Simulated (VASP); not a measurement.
# Al4Co3 in VASP: single point with PBE

Aim: the single point of Al4Co3 with PBE.

Program: VASP 6.6.1. These are calculated values, not measurements. Logs are shortened: lines on timing, memory, paths and dates and some standing lists are left out, and cuts for length are marked.

### Step 1. The cell of the first run

The cell holds a slab with vacuum, 7 atoms: a = 2.819 Å, b = 2.819 Å, c = 25.458 Å, α = 90.00°, β = 90.00°, γ = 90.00°.

### Step 2. Single point, PBE, collinear spin

INCAR

```
SYSTEM = Al4Co3
  PREC = Accurate
  ENCUT = 520
  EDIFF = 1E-6
  ISMEAR = 0
  SIGMA = 0.1
  LREAL = .FALSE.
  LASPH = .TRUE.
  NELM = 150
  ALGO = Normal
  ISIF = 2
  LWAVE = .FALSE.
  LCHARG = .FALSE.
  ISPIN = 2
  MAGMOM = 0 0 0 0 0.53 0.11 0.49
  LORBIT = 11
  LMAXMIX = 4
  LDIPOL = .TRUE.
  IDIPOL = 3
  DIPOL = 0.5 0.5 0.503
  GGA = PE
  NBANDS = 32
```

KPOINTS

```
Automatic mesh
0
G
  18 18 1
  0 0 0
```

POSCAR

```
Al4Co3
1.0
    2.8194032100      0.0000000000      0.0000000000
    0.0000000000      2.8194032100      0.0000000000
    0.0000000000      0.0000000000     25.4582096668
Al Co
4 3
Direct
    0.0000000000      0.0000000000      0.3338805089
    0.0000000000      0.0000000000      0.4446268363
    0.0000000000      0.0000000000      0.5589501394
    0.0000000000      0.0000000000      0.6711377579
    0.5000000000      0.5000000000      0.3892536726
    0.5000000000      0.5000000000      0.5023471933
    0.5000000000      0.5000000000      0.6184285088
```

Potentials or basis: VASP PAW PBE potentials, release 64 (Al, Co).

Started as:

```console
$ cat potpaw_PBE.64/Al/POTCAR potpaw_PBE.64/Co/POTCAR > POTCAR
$ mpirun -np 1 vasp_std > vasp.out
```

OUTCAR:

```text
SYSTEM = Al4Co3
   PREC = Accurate
   ENCUT = 520
   EDIFF = 1E-6
   ISMEAR = 0
   LREAL = .FALSE.
   LASPH = .TRUE.
   NELM = 150
   ISIF = 2
   ISPIN = 2
   LORBIT = 11
   GGA = PE

 ion  position               nearest neighbor table
   1  0.000  0.000  0.334-   5 2.44   5 2.44   5 2.44   5 2.44   2 2.82
   2  0.000  0.000  0.445-   5 2.44   5 2.44   5 2.44   5 2.44   6 2.48   6 2.48   6 2.48   6 2.48
                             1 2.82   3 2.91
   3  0.000  0.000  0.559-   6 2.46   6 2.46   6 2.46   6 2.46   7 2.50   7 2.50   7 2.50   7 2.50
                             4 2.86   2 2.91
   4  0.000  0.000  0.671-   7 2.40   7 2.40   7 2.40   7 2.40   3 2.86
   5  0.500  0.500  0.389-   1 2.44   1 2.44   1 2.44   1 2.44   2 2.44   2 2.44   2 2.44   2 2.44
                             6 2.88
   6  0.500  0.500  0.502-   3 2.46   3 2.46   3 2.46   3 2.46   2 2.48   2 2.48   2 2.48   2 2.48
                             5 2.88   7 2.96
   7  0.500  0.500  0.618-   4 2.40   4 2.40   4 2.40   4 2.40   3 2.50   3 2.50   3 2.50   3 2.50
                             6 2.96

  LATTYP: Found a simple tetragonal cell.
 ALAT       =     2.8194032100
 C/A-ratio  =     9.0296448470

  Lattice vectors:

 A1 = (   2.8194032100,   0.0000000000,   0.0000000000)
 A2 = (   0.0000000000,   2.8194032100,   0.0000000000)
 A3 = (   0.0000000000,   0.0000000000,  25.4582096668)

Analysis of symmetry for initial positions (statically):
=====================================================================
 Subroutine PRICEL returns:
 Original cell was already a primitive cell.

 Routine SETGRP: Setting up the symmetry group for a
 simple tetragonal supercell.

 Subroutine GETGRP returns: Found  8 space group operations
 (whereof  8 operations were pure point group operations)
 out of a pool of 16 trial point group operations.

The static configuration has the point symmetry C_4v.

Analysis of symmetry for dynamics (positions and initial velocities):
=====================================================================
 Subroutine PRICEL returns:
 Original cell was already a primitive cell.

 Routine SETGRP: Setting up the symmetry group for a
 simple tetragonal supercell.

 Subroutine GETGRP returns: Found  8 space group operations
 (whereof  8 operations were pure point group operations)
 out of a pool of 16 trial point group operations.

The dynamic configuration has the point symmetry C_4v.

Analysis of structural, dynamic, and magnetic symmetry:
=====================================================================
 Subroutine PRICEL returns:
 Original cell was already a primitive cell.

 Routine SETGRP: Setting up the symmetry group for a
 simple tetragonal supercell.

 Subroutine GETGRP returns: Found  8 space group operations
 (whereof  8 operations were pure point group operations)
 out of a pool of 16 trial point group operations.

The overall configuration has the point symmetry C_4v.

 Subroutine INISYM returns: Found  8 space group operations
 (whereof  8 operations are pure point group operations),
 and found     1 'primitive' translations

----------------------------------------------------------------------------------------

                                     Primitive cell

  volume of cell :     202.3682

  direct lattice vectors                    reciprocal lattice vectors
     2.819403210  0.000000000  0.000000000     0.354684990  0.000000000  0.000000000
     0.000000000  2.819403210  0.000000000     0.000000000  0.354684990  0.000000000
     0.000000000  0.000000000 25.458209667     0.000000000  0.000000000  0.039280060

  length of vectors
     2.819403210  2.819403210 25.458209667     0.354684990  0.354684990  0.039280060

  position of ions in fractional coordinates (direct lattice)
     0.000000000  0.000000000  0.333880509
     0.000000000  0.000000000  0.444626836
     0.000000000  0.000000000  0.558950139
     0.000000000  0.000000000  0.671137758
     0.500000000  0.500000000  0.389253673
     0.500000000  0.500000000  0.502347193
     0.500000000  0.500000000  0.618428509

  ion indices of the primitive-cell ions
   primitive index   ion index
                 1           1
                 2           2
                 3           3
                 4           4
                 5           5
                 6           6
                 7           7

[... 63 lines left out ...]
   ISTART =      0    job   : 0-new  1-cont  2-samecut
   ICHARG =      2    charge: 1-file 2-atom 10-const
   ISPIN  =      2    spin polarized calculation?
   LNONCOLLINEAR =      F non collinear calculations
   LSORBIT =      F    spin-orbit coupling
   LASPH  =      T    aspherical Exc in radial PAW
   ENCUT  =  520.0 eV  38.22 Ry    6.18 a.u.   5.24  5.24 47.34*2*pi/ulx,y,z
   NELM   =    150;   NELMIN=  2; NELMDL= -5     # of ELM steps
   EDIFF  = 0.1E-05   stopping-criterion for ELM
   LREAL  =      F    real-space projection
   EDIFFG = 0.1E-04   stopping-criterion for IOM
   NSW    =      0    number of steps for IOM
   IBRION =     -1    ionic relax: 0-MD 1-quasi-New 2-CG
   NFREE  =      0    steps in history (QN), initial steepest desc. (CG)
   ISIF   =      2    stress and relaxation
   ISYM   =      2    0-nonsym 1-usesym 2-fastsym
   POTIM  = 0.5000    time-step for ionic-motion
   TEBEG  =    0.0;   TEEND  =   0.0 temperature during run
   PSTRESS=    0.0 pullay stress
   NELECT =      39.0000    total number of electrons
   NUPDOWN=      -1.0000    fix difference up-down
   EMIN   =  10.00;   EMAX   =-10.00  energy-range for DOS
   EFERMI =   0.00;   METHOD = LEGACY
   ISMEAR =     0;   SIGMA  =   0.10  broadening in eV -4-tet -1-fermi 0-gaus
   EFERMI_NEDOS =   21; number of points for ismear=-14 and -15
   IALGO  =     38    algorithm
   IMIX   =      4    mixing-type and parameters
     AMIX     =   0.40;   BMIX     =  1.00
     AMIX_MAG =   1.60;   BMIX_MAG =  1.00
  volume/ion in A,a.u.               =      28.91       195.09
  Fermi-wavevector in a.u.,A,eV,Ry     =   0.945618  1.786958 12.166234  0.894193
  Thomas-Fermi vector in A             =   2.073537
   LORBIT       =     11    0 simple, 1 ext, 2 COOP (PROOUT), +10 PAW based schemes
   GGA     = PE    functional components
   LHFCALC =     F    Hartree Fock is set to
   AEXX    =    0.0000 exact exchange contribution
   IVDW    =     0    specifies the selected vdW correction
   LEPSILON=     F    determine dielectric tensor
   LRPA    =     F    only Hartree local field effects (RPA)
 spin polarized calculation
 Gauss-broadening in eV      SIGMA  =   0.10
  energy-cutoff  :      520.00
  volume of cell :      202.37
 maximum number of plane-waves:      5500
 NGX is ok and might be reduce to    24
   NGX = 11   NGY = 11   NGZ = 95

 dipolmoment           0.000000      0.000000      0.001121 electrons x Angstroem

 number of electron      39.0000001 magnetization       1.2076711

 dipolmoment           0.000000      0.000000     -0.007261 electrons x Angstroem

 Free energy of the ion-electron system (eV)
  ---------------------------------------------------
  ext. energy  EPLUGINS =         0.00000000
  ---------------------------------------------------
  free energy    TOTEN  =       -38.34604108 eV

  energy without entropy =      -38.32557136  energy(sigma->0) =      -38.33580622

 E-fermi :   2.1784     XC(G=0):  -5.8271

 val. band max:        2.1758330385   @ k =   0.3889   0.0000   0.0000
 cond. band min:       2.1846880443   @ k =   0.1667   0.0556   0.0000
 fundamental gap:      0.0088550058
 Fermi energy:         2.1783682403

 spin component 1

 k-point     1 :       0.0000    0.0000    0.0000
  band No.  band energies     occupation
      1      -8.6408      1.00000
      2      -7.9377      1.00000
      3      -6.5861      1.00000
      4      -5.0153      1.00000
      5      -3.1710      1.00000
      6      -1.8610      1.00000
[... 805 lines left out ...]
     30       8.5607      0.00000
     31       8.7115      0.00000

 [... further k-points ...]

 spin component 2

 k-point     1 :       0.0000    0.0000    0.0000
  band No.  band energies     occupation
      1      -8.6570      1.00000
      2      -7.9428      1.00000
      3      -6.5587      1.00000
      4      -4.9762      1.00000
      5      -3.0329      1.00000
      6      -1.5630      1.00000
[... 805 lines left out ...]
     30       8.6889      0.00000
     31       8.7726      0.00000

 [... further k-points ...]

 [bands above 31 left out]

------------------------ aborting loop because EDIFF is reached ----------------------------------------

 vacuum level on the upper side and lower side of the slab       (xc-potential included)        -0.232        -0.074

  FORCE on cell =-STRESS in cart. coord.  units (eV):
  Direction    XX          YY          ZZ          XY          YZ          ZX
  --------------------------------------------------------------------------------------
  -------------------------------------------------------------------------------------
  Total        0.6073310      0.6073310      0.7342395      0.0000000      0.0000000      0.0000000
  in kB        4.8083249      4.8083249      5.8130770      0.0000000      0.0000000      0.0000000
  external PRESSURE =       5.1432422 kB  Pullay stress =       0.0000000 kB

 VOLUME and BASIS-vectors are now :
 -----------------------------------------------------------------------------
  energy-cutoff  :      520.00
  volume of cell :      202.37
      direct lattice vectors                 reciprocal lattice vectors
     2.819403210  0.000000000  0.000000000     0.354684990  0.000000000  0.000000000
     0.000000000  2.819403210  0.000000000     0.000000000  0.354684990  0.000000000
     0.000000000  0.000000000 25.458209667     0.000000000  0.000000000  0.039280060

 POSITION                                       TOTAL-FORCE (eV/Angst)
 -----------------------------------------------------------------------------------
      0.00000      0.00000      8.50000         0.000000      0.000000      0.097414
      0.00000      0.00000     11.31940         0.000000     -0.000000      0.517521
      0.00000      0.00000     14.22987        -0.000000      0.000000      0.026783
      0.00000      0.00000     17.08597        -0.000000      0.000000      0.019452
      1.40970      1.40970      9.90970         0.000000      0.000000     -0.637411
      1.40970      1.40970     12.78886         0.000000      0.000000     -0.009138
      1.40970      1.40970     15.74408         0.000000      0.000000     -0.014621
 -----------------------------------------------------------------------------------
    total drift:                                0.000000     -0.000000      0.000073

  FREE ENERGIE OF THE ION-ELECTRON SYSTEM (eV)
  ---------------------------------------------------
  free  energy   TOTEN  =       -38.3460410783 eV

  energy  without entropy=      -38.3255713589  energy(sigma->0) =      -38.33580622

 vacuum level on the upper side and lower side of the slab         5.817         5.983

 total charge

# of ion       s       p       d       tot
------------------------------------------
    1        0.420   0.368   0.000   0.788
    2        0.396   0.435   0.000   0.831
    3        0.392   0.425   0.000   0.818
    4        0.423   0.375   0.000   0.798
    5        0.453   0.523   7.529   8.505
    6        0.438   0.504   7.511   8.454
    7        0.449   0.514   7.523   8.486
--------------------------------------------------
tot          2.972   3.145  22.564  28.680

 magnetization (x)

# of ion       s       p       d       tot
------------------------------------------
    1        0.008   0.016   0.000   0.024
    2       -0.001  -0.005   0.000  -0.006
    3       -0.001  -0.004   0.000  -0.005
    4        0.003   0.009   0.000   0.012
    5        0.012  -0.008   0.480   0.484
    6        0.001  -0.003   0.132   0.131
    7        0.011  -0.008   0.452   0.455
--------------------------------------------------
tot          0.033  -0.003   1.064   1.094
```

Wall time 64 min (1 thread of Oxide Virtual Turin-like, shared host); peak memory 0.72 GiB.

Results:

| Property | Result |
| --- | --- |
| Free energy | -38.3460 eV |
| Largest force | 0.637 eV/Å |
| Net moment | 1.21 μB per cell |
| Site moments | Al +0.02, -0.01, +0.01 (each value once); Co +0.48, +0.13, +0.46 μB |
| Valence electrons inside the program's atomic spheres | Al 0.79, 0.83, 0.82, 0.80; Co 8.51, 8.45, 8.49 |

Forces on the atoms (eV/Å):
```
Al   0.000  0.000  0.097
Al   0.000  0.000  0.518
Al   0.000  0.000  0.027
Al   0.000  0.000  0.019
Co   0.000  0.000 -0.637
Co   0.000  0.000 -0.009
Co   0.000  0.000 -0.015
```
